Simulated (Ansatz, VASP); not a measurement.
**Two plane-wave programs on WO**

File INCAR:

```
SYSTEM = WO
  ALGO = Normal
  EDIFF = 1E-6
  ENCUT = 1340
  GGA = PS
  GGA_COMPAT = .FALSE.
  ISIF = 2
  ISMEAR = 0
  LASPH = .TRUE.
  LCHARG = .FALSE.
  LDAU = .TRUE.
  LDAUJ = 0 0
  LDAUL = 2 -1
  LDAUPRINT = 1
  LDAUTYPE = 2
  LDAUU = 4 0
  LMAXMIX = 4
  LREAL = .FALSE.
  LWAVE = .FALSE.
  NBANDS = 17
  NELM = 200
  PREC = Accurate
  SIGMA = 0.05
```

KPOINTS

```
k-points
0
G
  16 16 16
  0 0 0
```

The input POSCAR:

```
WO
1.0
    0.0000000000      2.3234686790      2.3234686790
    2.3234686790      0.0000000000      2.3234686790
    2.3234686790      2.3234686790      0.0000000000
W O
1 1
Direct
    0.0000000000      0.0000000000      0.0000000000
    0.2500000000      0.2500000000      0.2500000000
```

Input for Ansatz:

```yaml
crystal:
  lattice:
    - [0.0, 2.323468679, 2.323468679]
    - [2.323468679, 0.0, 2.323468679]
    - [2.323468679, 2.323468679, 0.0]
  atoms:
    - { symbol: W, position: [0.0, 0.0, 0.0] }
    - { symbol: O, position: [0.25, 0.25, 0.25] }
basis:
  ecutwfc: 420
kpoints:
  mp_grid: { grid: [16, 16, 16] }
hamiltonian:
  xc: pbesol
  hubbard: { sites: [{ species: W, l: d, u_eff: 4.0 }] }
scf:
  occupations: { method: gaussian, width: 0.05 }
output:
  forces: true
  stress: true
  eigenvalues: true
```

Alike in both runs: task single point; functional PBEsol; k mesh 16 × 16 × 16; occupations gaussian, width 0.05 eV; no spin polarisation; Hubbard terms W d U = 4.0 eV.

|  | VASP | Ansatz |
| --- | --- | --- |
| version | VASP 6.6.1 | Ansatz 0.2.0 |
| potentials or method | VASP PAW PBE potentials, release 64 (W_sv, O_h), cutoff 1340 eV | scalar-relativistic, plane waves, PAW |
| valence electrons in the cell | 20 | 20 |

```tsv
	VASP	Ansatz	Ansatz less VASP
gap on the k mesh at the Fermi level (eV)	none	none	-
pressure (GPa)	7.8	1.2	-6.63
```

VASP's potentials were made for PBE, not for PBEsol. The programs project onto different local orbitals, so the same U acts differently, and such runs can settle in different states. A gap of «none» marks a metal or a gap that the smearing closes. Ansatz's warnings: filled band counts differ across k points.

Spin-orbit coupling is off throughout.
